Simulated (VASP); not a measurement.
# Cd4SeS3 (P1) in VASP: relaxation of cell and atoms with PBE

Aim: the relaxation of cell and atoms of Cd4SeS3 with PBE.

Everything below comes from runs of VASP 6.6.1. Logs are shortened: lines on timing, memory, paths and dates and some standing lists are left out, and cuts for length are marked.

## Step 1: The cell of the first run

The typed cell holds 8 atoms: a = 4.275 Å, b = 4.286 Å, c = 11.760 Å, α = 89.91°, β = 90.76°, γ = 91.73°.

## Step 2: Relaxation of cell and atoms, PBE

File INCAR:

```
ALGO = Normal ; EDIFF = 1E-7
EDIFFG = -0.025 ; ENCUT = 600
GGA = PE ; IBRION = 2
ISIF = 3 ; ISMEAR = 0
LASPH = T ; LCHARG = F
LREAL = F ; LWAVE = F
NELM = 100 ; NSW = 80
PREC = Accurate ; SIGMA = 0.1
```

File KPOINTS:

```
k-points
0
Gamma
  4 4 1
```

File POSCAR:

```
Cd4SeS3
1.0
    4.2748491644     -0.0647057335     -0.0278766305
   -0.0647057335      4.2850222862      0.0032525714
   -0.0786086361      0.0091718475     11.7596278210
Cd Se S
4 1 3
Direct
    0.4904972990      0.0119623121      0.6209575768
    0.0038374532      0.4825730449      0.8637641540
    0.4946800481     -0.0030163371      0.1337447942
    0.0296121926      0.5372608044      0.3697353684
    0.0238983453     -0.0159445132     -0.0023621137
    0.5086603014      0.4915020162      0.2588443899
   -0.0328872828      0.0134251099      0.4996210161
    0.4817016430      0.4822375629      0.7556948144
```

Potentials or basis: VASP PAW PBE potentials, release 64 (Cd, Se, S).

Command:

```bash
$ cat potpaw_PBE.64/Cd/POTCAR potpaw_PBE.64/Se/POTCAR potpaw_PBE.64/S/POTCAR > POTCAR
$ mpirun -np 1 vasp_std > vasp.out
```

OUTCAR:

```text
EDIFF = 1E-7
   EDIFFG = -0.025
   ENCUT = 600
   GGA = PE
   IBRION = 2
   ISIF = 3
   ISMEAR = 0
   LASPH = T
   LREAL = F
   NELM = 100
   NSW = 80
   PREC = Accurate

 ion  position               nearest neighbor table
   1  0.490  0.012  0.621-   7 2.50   8 2.57   7 2.64   8 2.77
   2  0.004  0.483  0.864-   8 2.42   8 2.55   5 2.65   5 2.66
   3  0.495  0.997  0.134-   5 2.55   6 2.58   6 2.62   5 2.79
   4  0.030  0.537  0.370-   6 2.46   6 2.57   7 2.57   7 2.72
   5  0.024  0.984  0.998-   3 2.55   2 2.65   2 2.66   3 2.79
   6  0.509  0.492  0.259-   4 2.46   4 2.57   3 2.58   3 2.62
   7  0.967  0.013  0.500-   1 2.50   4 2.57   1 2.64   4 2.72
   8  0.482  0.482  0.756-   2 2.42   2 2.55   1 2.57   1 2.77

  LATTYP: Found a triclinic cell.
 ALAT       =     6.1443339415
 B/A-ratio  =     0.6974738151
 C/A-ratio  =     1.9139412410
 COS(alpha) =     0.0016397157
 COS(beta)  =     0.0103393760
 COS(gamma) =     0.7185117722

  Lattice vectors:

 A1 = (   4.3395548979,  -4.3497280197,  -0.0311292019)
 A2 = (   0.0647057335,  -4.2850222862,  -0.0032525714)
 A3 = (   0.0786086361,  -0.0091718475, -11.7596278210)

Analysis of symmetry for initial positions (statically):
=====================================================================
 Subroutine PRICEL returns:
 Original cell was already a primitive cell.

 Routine SETGRP: Setting up the symmetry group for a
 triclinic supercell.

 Subroutine GETGRP returns: Found  1 space group operations
 (whereof  1 operations were pure point group operations)
 out of a pool of  2 trial point group operations.

The static configuration has the point symmetry C_1 .

Analysis of symmetry for dynamics (positions and initial velocities):
=====================================================================
 Subroutine PRICEL returns:
 Original cell was already a primitive cell.

 Routine SETGRP: Setting up the symmetry group for a
 triclinic supercell.

 Subroutine GETGRP returns: Found  1 space group operations
 (whereof  1 operations were pure point group operations)
 out of a pool of  2 trial point group operations.

The dynamic configuration has the point symmetry C_1 .

 Subroutine INISYM returns: Found  1 space group operations
 (whereof  1 operations are pure point group operations),
 and found     1 'primitive' translations

----------------------------------------------------------------------------------------

                                     Primitive cell

  volume of cell :     215.3521

  direct lattice vectors                    reciprocal lattice vectors
     4.274849164 -0.064705734 -0.027876630     0.233990028  0.003532168  0.001561379
    -0.064705734  4.285022286  0.003252571     0.003532168  0.233424473 -0.000158447
    -0.078608636  0.009171848 11.759627821     0.000553705 -0.000056189  0.085040450

  length of vectors
     4.275429723  4.285512035 11.759894129     0.234021895  0.233451249  0.085042271

  position of ions in fractional coordinates (direct lattice)
     0.490497299  0.011962312  0.620957577
     0.003837453  0.482573045  0.863764154
     0.494680048  0.996983663  0.133744794
     0.029612193  0.537260804  0.369735368
     0.023898345  0.984055487  0.997637886
     0.508660301  0.491502016  0.258844390
     0.967112717  0.013425110  0.499621016
     0.481701643  0.482237563  0.755694814

  ion indices of the primitive-cell ions
   primitive index   ion index
                 1           1
                 2           2
                 3           3
                 4           4
                 5           5
                 6           6
                 7           7
                 8           8

----------------------------------------------------------------------------------------

 KPOINTS: k-points

Automatic generation of k-mesh.
 Grid dimensions read from file:
 generate k-points for:    4    4    1

 Generating k-lattice:

  Cartesian coordinates                     Fractional coordinates (reciprocal lattice)
     0.058497507  0.000883042  0.000390345     0.250000000  0.000000000  0.000000000
     0.000883042  0.058356118 -0.000039612    -0.000000000  0.250000000  0.000000000
     0.000553705 -0.000056189  0.085040450    -0.000000000 -0.000000000  1.000000000

  Length of vectors
     0.058505474  0.058362812  0.085042271

  Shift w.r.t. Gamma in fractional coordinates (k-lattice)
     0.000000000  0.000000000  0.000000000

 Subroutine IBZKPT returns following result:
 ===========================================

 Found     10 irreducible k-points:

 Following reciprocal coordinates:
            Coordinates               Weight
  0.000000  0.000000  0.000000      1.000000
  0.250000  0.000000 -0.000000      2.000000
  0.500000  0.000000 -0.000000      1.000000
  0.000000  0.250000  0.000000      2.000000
  0.250000  0.250000 -0.000000      2.000000
  0.500000  0.250000  0.000000      2.000000
 -0.250000  0.250000  0.000000      2.000000
  0.000000  0.500000  0.000000      1.000000
  0.250000  0.500000 -0.000000      2.000000
  0.500000  0.500000 -0.000000      1.000000
   k-points           NKPTS =     10   k-points in BZ     NKDIM =     10   number of bands    NBANDS=     43
   number of dos      NEDOS =    301   number of ions     NIONS =      8
   total plane-waves  NPLWV = 124416
   dimension x,y,z NGX =    36 NGY =   36 NGZ =   96
   dimension x,y,z NGXF=    72 NGYF=   72 NGZF=  192
   ions per type =               4   1   3
   NGX,Y,Z   is equivalent  to a cutoff of  14.00, 13.97, 13.57 a.u.
   NGXF,Y,Z  is equivalent  to a cutoff of  28.00, 27.93, 27.14 a.u.
 SYSTEM =  unknown system
   PREC   = accura    normal or accurate (medium, high low for compatibility)
   ISTART =      0    job   : 0-new  1-cont  2-samecut
   ICHARG =      2    charge: 1-file 2-atom 10-const
   ISPIN  =      1    spin polarized calculation?
   LNONCOLLINEAR =      F non collinear calculations
   LSORBIT =      F    spin-orbit coupling
   LASPH  =      T    aspherical Exc in radial PAW
   ENCUT  =  600.0 eV  44.10 Ry    6.64 a.u.   8.54  8.56 23.49*2*pi/ulx,y,z
   NELM   =    100;   NELMIN=  2; NELMDL= -5     # of ELM steps
   EDIFF  = 0.1E-06   stopping-criterion for ELM
   LREAL  =      F    real-space projection
   EDIFFG = -.3E-01   stopping-criterion for IOM
   NSW    =     80    number of steps for IOM
   IBRION =      2    ionic relax: 0-MD 1-quasi-New 2-CG
   NFREE  =      1    steps in history (QN), initial steepest desc. (CG)
   ISIF   =      3    stress and relaxation
   ISYM   =      2    0-nonsym 1-usesym 2-fastsym
   POTIM  = 0.5000    time-step for ionic-motion
   TEBEG  =    0.0;   TEEND  =   0.0 temperature during run
   PSTRESS=    0.0 pullay stress
   NELECT =      72.0000    total number of electrons
   NUPDOWN=      -1.0000    fix difference up-down
   EMIN   =  10.00;   EMAX   =-10.00  energy-range for DOS
   EFERMI =   0.00;   METHOD = LEGACY
   ISMEAR =     0;   SIGMA  =   0.10  broadening in eV -4-tet -1-fermi 0-gaus
   EFERMI_NEDOS =   21; number of points for ismear=-14 and -15
   IALGO  =     38    algorithm
   IMIX   =      4    mixing-type and parameters
     AMIX     =   0.40;   BMIX     =  1.00
     AMIX_MAG =   1.60;   BMIX_MAG =  1.00
  volume/ion in A,a.u.               =      26.92       181.66
  Fermi-wavevector in a.u.,A,eV,Ry     =   1.136238  2.147178 17.565622  1.291037
  Thomas-Fermi vector in A             =   2.272943
   LORBIT       =      0    0 simple, 1 ext, 2 COOP (PROOUT), +10 PAW based schemes
   GGA     = PE    functional components
   LHFCALC =     F    Hartree Fock is set to
   AEXX    =    0.0000 exact exchange contribution
   IVDW    =     0    specifies the selected vdW correction
   LEPSILON=     F    determine dielectric tensor
   LRPA    =     F    only Hartree local field effects (RPA)
 conjugate gradient relaxation of ions
 non-spin polarized calculation
 Gauss-broadening in eV      SIGMA  =   0.10
  energy-cutoff  :      600.00
  volume of cell :      215.35
 maximum number of plane-waves:      7213
 NGX is ok and might be reduce to    36
   NGX = 17   NGY = 17   NGZ = 47

--------------------------------------- Ionic step        1  -------------------------------------------

 number of electron      72.0000003 magnetization

 Free energy of the ion-electron system (eV)
  ---------------------------------------------------
  ext. energy  EPLUGINS =         0.00000000
  ---------------------------------------------------
  free energy    TOTEN  =       -23.54315249 eV

  energy without entropy =      -23.54315248  energy(sigma->0) =      -23.54315248

------------------------ aborting loop because EDIFF is reached ----------------------------------------

  FORCE on cell =-STRESS in cart. coord.  units (eV):
  Direction    XX          YY          ZZ          XY          YZ          ZX
  --------------------------------------------------------------------------------------
  -------------------------------------------------------------------------------------
  Total        2.4063940     -0.9099409      1.2002305      0.3576056      0.6661281     -0.3263964
  in kB       17.9031010     -6.7697825      8.9294806      2.6605160      4.9558630     -2.4283255
  external PRESSURE =       6.6875997 kB  Pullay stress =       0.0000000 kB
[... 107 lines left out ...]
  FREE ENERGIE OF THE ION-ELECTRON SYSTEM (eV)
  ---------------------------------------------------
  free  energy   TOTEN  =       -23.7409910843 eV

  energy  without entropy=      -23.7409910712  energy(sigma->0) =      -23.74099108

[... ionic steps 4 to 18 ...]

--------------------------------------- Ionic step       19  -------------------------------------------

 number of electron      72.0000006 magnetization

------------------------ aborting loop because EDIFF is reached ----------------------------------------

  FORCE on cell =-STRESS in cart. coord.  units (eV):
  Direction    XX          YY          ZZ          XY          YZ          ZX
  --------------------------------------------------------------------------------------
  -------------------------------------------------------------------------------------
  Total       -0.0393523      0.0026789     -0.0243238     -0.0155805     -0.0146893     -0.0039220
  in kB       -0.2912553      0.0198271     -0.1800261     -0.1153149     -0.1087189     -0.0290278
  external PRESSURE =      -0.1504848 kB  Pullay stress =       0.0000000 kB
[... 69 lines left out ...]
  energy  without entropy=      -23.8473729293  energy(sigma->0) =      -23.84737293

--------------------------------------- Ionic step       21  -------------------------------------------

 number of electron      72.0000006 magnetization

 Free energy of the ion-electron system (eV)
  ---------------------------------------------------
  ext. energy  EPLUGINS =         0.00000000
  ---------------------------------------------------
  free energy    TOTEN  =       -23.84754264 eV

  energy without entropy =      -23.84754264  energy(sigma->0) =      -23.84754264

 E-fermi :   1.2446     XC(G=0):  -8.8287

 val. band max:        0.8257826143   @ k =   0.0000   0.0000   0.0000
 cond. band min:       1.6568100865   @ k =   0.0000   0.0000   0.0000
 fundamental gap:      0.8310274722
 Fermi energy:         1.2445824206

 k-point     1 :       0.0000    0.0000    0.0000
  band No.  band energies     occupation
      1     -11.3289      2.00000
      2     -11.1016      2.00000
      3     -11.0706      2.00000
      4     -10.8470      2.00000
      5      -6.8430      2.00000
      6      -6.8420      2.00000
[... 484 lines left out ...]
  FREE ENERGIE OF THE ION-ELECTRON SYSTEM (eV)
  ---------------------------------------------------
  free  energy   TOTEN  =       -23.8475426432 eV

  energy  without entropy=      -23.8475426429  energy(sigma->0) =      -23.84754264

 reached required accuracy - stopping structural energy minimisation
```

Run time: 13 min. Hardware: 1 thread of Intel Xeon 6975P-C (Granite Rapids), shared host; peak memory 0.43 GiB.

What came out:

```yaml
Free_energy: -23.8475 eV
Relaxed_volume: 27.05 Å³/atom
Relaxed_cell: a = 4.258 Å, b = 4.258 Å, c = 11.936 Å, α = 89.98°, β = 90.01°, γ = 89.99°
Space_group_after_relaxing_to_0.1_Å: P-4m2 (No. 115)
Energy_gained_by_relaxing: 38.0 meV/atom
Ionic_steps: 21
Pressure_after_relaxing: 0.0 GPa
Largest_force_after_relaxing: 0.019 eV/Å
Band_gap_on_the_k_mesh: 0.83 eV
```

Forces on the atoms (eV/Å):
```
Cd  -0.009 -0.002  0.000
Cd   0.001  0.008  0.018
Cd  -0.005 -0.008  0.010
Cd   0.001  0.000 -0.009
Se  -0.009  0.006 -0.009
S    0.003  0.000 -0.011
S    0.006 -0.001 -0.005
S    0.013 -0.003  0.007
```

The path:
```csv
step,energy change (eV),largest force (eV/Å),pressure (GPa),volume (Å³)
1,0.0000,1.2768,0.67,215.35
2,-0.1798,0.5710,-0.54,218.85
3,-0.1978,0.4094,-0.92,220.48
4,-0.2601,0.2027,0.02,216.11
5,-0.2649,0.1467,0.39,214.62
6,-0.2787,0.1630,0.01,216.23
7,-0.2800,0.2006,-0.14,216.90
8,-0.2874,0.1223,-0.09,216.66
9,-0.2907,0.1160,-0.01,216.37
10,-0.2944,0.0642,0.04,216.14
11,-0.2952,0.0920,0.09,215.97
12,-0.2978,0.0762,-0.05,216.60
13,-0.2980,0.0730,-0.11,216.83
14,-0.3002,0.0562,0.04,216.24
15,-0.3009,0.0555,0.18,215.66
16,-0.3023,0.0434,0.12,215.93
17,-0.3036,0.0501,-0.05,216.62
18,-0.3036,0.0485,-0.03,216.52
19,-0.3040,0.0304,-0.02,216.47
20,-0.3042,0.0254,0.00,216.41
21,-0.3044,0.0192,0.00,216.39
```

Final structure:
```
Cd Se S
1.0
     4.25797    0.00069   -0.00015
    -0.00031    4.25784    0.00087
    -0.00100    0.00095   11.93558
Cd Se S
4 1 3
Cartesian
  2.1302 0.0038 7.4184
  4.2459 2.1174 10.3270
  2.1408 0.0095 1.6039
  4.2562 2.1324 4.5201
  0.0083 4.2482 11.9358
  2.1279 2.1353 3.0661
  4.2570 0.0034 5.9699
  2.1182 2.1313 8.8707
```

Caveat: the k points lie up to 0.53 Å⁻¹ apart in the final cell.
